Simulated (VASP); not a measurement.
# NaCl (Immm) in VASP: further runs, part 2 of 2

VASP 6.6.1.

## (4) Single point, PBEsol (strain +0.0375 x Voigt [0, 0, 0, 0, 1, 0])

File INCAR:

```
SYSTEM = NaCl
PREC = Accurate ; ENCUT = 520
EDIFF = 1E-6 ; ISMEAR = 0
SIGMA = 0.05 ; LREAL = .FALSE.
LASPH = .TRUE. ; NELM = 100
ALGO = Normal ; ISIF = 2
LWAVE = .FALSE. ; LCHARG = .FALSE.
GGA = PS ; NBANDS = 14
```

File KPOINTS:

```
Automatic mesh
0
G
  8 8 8
  0 0 0
```

File POSCAR:

```
NaCl
1.0
    0.0530953125      2.8317500000      2.8317500000
    2.8848453125      0.0000000000      2.8848453125
    2.8317500000      2.8317500000      0.0530953125
Na Cl
1 1
Direct
    0.0000000000      0.0000000000      0.0000000000
    0.5000000000      0.5000000000      0.5000000000
```

Potentials or basis: VASP PAW PBE potentials, release 64 (Na_pv, Cl).

Started as:

```
$ cat potpaw_PBE.64/Na_pv/POTCAR potpaw_PBE.64/Cl/POTCAR > POTCAR
$ mpirun -np 1 vasp_std > vasp.out
```

OUTCAR:

```text
SYSTEM = NaCl
   PREC = Accurate
   ENCUT = 520
   EDIFF = 1E-6
   ISMEAR = 0
   LREAL = .FALSE.
   LASPH = .TRUE.
   NELM = 100
   ISIF = 2
   GGA = PS

 ion  position               nearest neighbor table
   1  0.000  0.000  0.000-
   2  0.500  0.500  0.500-

  LATTYP: Found a body centered orthorhombic cell.
 ALAT       =     3.9296111442
 B/A-ratio  =     1.0382165605
 C/A-ratio  =     1.4412367515

  Lattice vectors:

 A1 = (   0.0530953125,  -2.8317500000,   2.8317500000)
 A2 = (  -0.0530953125,  -2.8317500000,  -2.8317500000)
 A3 = (   2.8317500000,   2.8317500000,   0.0530953125)

Analysis of symmetry for initial positions (statically):
=====================================================================
 Subroutine PRICEL returns:
 Original cell was already a primitive cell.

 Routine SETGRP: Setting up the symmetry group for a
 body centered orthorhombic supercell.

 Subroutine GETGRP returns: Found  8 space group operations
 (whereof  8 operations were pure point group operations)
 out of a pool of  8 trial point group operations.

The static configuration has the point symmetry D_2h.

Analysis of symmetry for dynamics (positions and initial velocities):
[... 167 lines left out ...]
 k-point     1 :       0.0000    0.0000    0.0000
  band No.  band energies     occupation
      1     -21.5340      2.00000
      2     -21.5311      2.00000
      3     -21.5285      2.00000
      4     -13.4686      2.00000
      5      -0.9178      2.00000
      6      -0.8543      2.00000
      7      -0.7806      2.00000
      8       4.0301      0.00000
      9       9.8760      0.00000
     10      10.1399      0.00000
     11      10.4007      0.00000
     12      12.3377      0.00000
     13      12.3522      0.00000
     14      13.6839      0.00000
[... 377 lines left out ...]
      1     -21.5473      2.00000
      2     -21.5387      2.00000
      3     -21.5354      2.00000
      4     -13.1862      2.00000
      5      -2.2380      2.00000
      6      -1.3475      2.00000
      7      -1.2559      2.00000
      8       6.6896      0.00000
      9       7.8611      0.00000
     10       9.3811      0.00000
     11      11.6237      0.00000
     12      12.2919      0.00000
     13      14.0089      0.00000
     14      16.8604      0.00000

 [... further k-points ...]
[... 5 lines left out ...]
  --------------------------------------------------------------------------------------
  -------------------------------------------------------------------------------------
  Total       -0.2142581     -0.2218306     -0.2142581     -0.0000000      0.0000000     -0.1260968
  in kB       -7.5614619     -7.8287079     -7.5614619     -0.0000000      0.0000000     -4.4501310
  external PRESSURE =      -7.6505439 kB  Pullay stress =       0.0000000 kB

 VOLUME and BASIS-vectors are now :
 -----------------------------------------------------------------------------
  energy-cutoff  :      520.00
  volume of cell :       45.40
      direct lattice vectors                 reciprocal lattice vectors
     0.053095312  2.831750000  2.831750000    -0.179943194  0.176569259  0.179943194
     2.884845312  0.000000000  2.884845312     0.173319518 -0.176569259  0.173319518
     2.831750000  2.831750000  0.053095312     0.179943194  0.176569259 -0.179943194

 POSITION                                       TOTAL-FORCE (eV/Angst)
 -----------------------------------------------------------------------------------
      0.00000      0.00000      0.00000         0.000000     -0.000000      0.000000
      2.88485      2.83175      2.88485        -0.000000      0.000000     -0.000000
 -----------------------------------------------------------------------------------
    total drift:                               -0.000000      0.000000      0.000000

  FREE ENERGIE OF THE ION-ELECTRON SYSTEM (eV)
  ---------------------------------------------------
  free  energy   TOTEN  =        -6.9928707099 eV

  energy  without entropy=       -6.9928707099  energy(sigma->0) =       -6.99287071
```

OSZICAR:

```text
N       E                     dE             d eps       ncg     rms          rms(c)
DAV:   1     0.100810798331E+03    0.10081E+03   -0.70035E+03  2686   0.100E+03
DAV:   2     0.144656928883E+01   -0.99364E+02   -0.90920E+02  2858   0.271E+02
DAV:   3    -0.701919211979E+01   -0.84658E+01   -0.84128E+01  3422   0.735E+01
DAV:   4    -0.715709430911E+01   -0.13790E+00   -0.13784E+00  3182   0.101E+01
DAV:   5    -0.716009878040E+01   -0.30045E-02   -0.30043E-02  3482   0.152E+00    0.191E+00
DAV:   6    -0.699987413631E+01    0.16022E+00   -0.26238E-01  3392   0.349E+00    0.136E+00
DAV:   7    -0.698922931478E+01    0.10645E-01   -0.62680E-02  3658   0.162E+00    0.925E-01
DAV:   8    -0.699294673260E+01   -0.37174E-02   -0.80561E-03  3044   0.804E-01    0.285E-01
DAV:   9    -0.699284063244E+01    0.10610E-03   -0.19987E-04  3440   0.107E-01    0.184E-01
DAV:  10    -0.699288215883E+01   -0.41526E-04   -0.32407E-04  3152   0.108E-01    0.617E-02
DAV:  11    -0.699287164384E+01    0.10515E-04   -0.20963E-05  3458   0.331E-02    0.205E-02
DAV:  12    -0.699287070988E+01    0.93396E-06   -0.37128E-06  3218   0.117E-02
   1 F= -.69928707E+01 E0= -.69928707E+01  d E =-.380638E-18
```

Wall time 33 s (1 thread of Intel Xeon Platinum 8559C (Emerald Rapids), shared host); peak memory 0.19 GiB.

Results:

```
Free energy            : -6.9929 eV
Pressure               : -0.8 GPa
Band gap on the k mesh : 4.81 eV, direct
```

Stress tensor (GPa, compression positive):
```
-0.76  0.00 -0.45
 0.00 -0.78  0.00
-0.45  0.00 -0.76
```

Caveat: the cell differs from its parent crystal (strain +0.0375 x Voigt [0, 0, 0, 0, 1, 0]); the PAW data sets were made with another functional, which shifts forces and pressure a little.

## (5) Single point, PBEsol (strain +0.0125 x Voigt [0, 0, 0, 0, 1, 0])

File INCAR:

```
SYSTEM = NaCl
PREC     = Accurate       ! precision mode
ENCUT    = 520            ! plane-wave cutoff, eV
EDIFF    = 1E-6           ! SCF threshold, eV
ISMEAR   = 0              ! smearing method
SIGMA    = 0.05           ! smearing width, eV
LREAL    = .FALSE.        ! projectors in reciprocal space
LASPH    = .TRUE.         ! aspherical terms in the spheres
NELM     = 60             ! most SCF steps
ALGO     = Normal         ! electronic algorithm
ISIF     = 2              ! what is computed and relaxed
LWAVE    = .FALSE.        ! write WAVECAR
LCHARG   = .TRUE.         ! write CHGCAR
GGA      = PS             ! functional
LELF     = .TRUE.         ! ELF
LVHAR    = .TRUE.       
NBANDS   = 14             ! bands
```

File KPOINTS:

```
regular mesh
0
G
  8 8 8
  0 0 0
```

File POSCAR:

```
NaCl
1.0
    0.0176984375      2.8317500000      2.8317500000
    2.8494484375      0.0000000000      2.8494484375
    2.8317500000      2.8317500000      0.0176984375
Na Cl
1 1
Direct
    0.0000000000      0.0000000000      0.0000000000
    0.5000000000      0.5000000000      0.5000000000
```

Started as:

```
$ cat potpaw_PBE.64/Na_pv/POTCAR potpaw_PBE.64/Cl/POTCAR > POTCAR
$ mpirun -np 1 vasp_std > vasp.out
```

Run time: 33 s. Hardware: 1 thread of Intel Xeon Platinum 8559C (Emerald Rapids), shared host; peak memory 0.2 GiB.

Results (log left out):

* Free energy: -6.9949 eV
* Pressure: -0.8 GPa
* Band gap on the k mesh: 4.86 eV, direct

Stress tensor (GPa, compression positive):
```
-0.77  0.00 -0.15
 0.00 -0.77  0.00
-0.15  0.00 -0.77
```

Levels at points of the mesh, in eV from the valence-band top:
| k point | band 5 | band 6 | band 7 | band 8 | band 9 | band 10 |
| --- | --- | --- | --- | --- | --- | --- |
| (0.00, 0.00, 0.00) | -0.05 | -0.02 | 0.00 | 4.86 | 10.88 | 10.96 |
| (0.50, 0.00, 0.00) | -1.95 | -0.31 | -0.29 | 7.02 | 10.42 | 10.74 |
| (0.00, 0.50, 0.00) | -1.96 | -0.28 | -0.26 | 7.05 | 10.33 | 10.81 |
| (0.50, 0.50, 0.00) | -1.69 | -0.62 | -0.62 | 7.38 | 7.88 | 11.02 |
| (0.50, 0.00, 0.50) | -1.69 | -0.65 | -0.59 | 7.37 | 7.89 | 11.02 |

Caveat: the cell differs from its parent crystal (strain +0.0125 x Voigt [0, 0, 0, 0, 1, 0]); the PAW data sets were made with another functional, which shifts forces and pressure a little. A k mesh can miss the band edges.

## (6) The runs side by side

```csv
cell,gap on the mesh (eV),pressure (GPa)
"a = 4.005, b = 3.905 Å, angles 60.8, 61.7, 60.8°, 2 atoms",4.78,-0.8
"a = 4.005, b = 4.055 Å, angles 59.6, 59.2, 59.6°, 2 atoms",4.84,-0.8
"a = 4.005, b = 4.080 Å, angles 59.4, 58.8, 59.4°, 2 atoms",4.81,-0.8
"a = 4.005, b = 4.030 Å, angles 59.8, 59.6, 59.8°, 2 atoms",4.86,-0.8
```

Alike in all rows: task single point; level PBEsol; potentials or basis VASP PAW PBE potentials, release 64 (Na_pv, Cl); no spin polarisation; k mesh 8 × 8 × 8; cutoff (eV) 520; smearing gaussian 0.05 eV.

Caveats: the PAW data sets were made with another functional, which shifts forces and pressure a little.

Absolute energies hang on the potentials; compare differences alone.
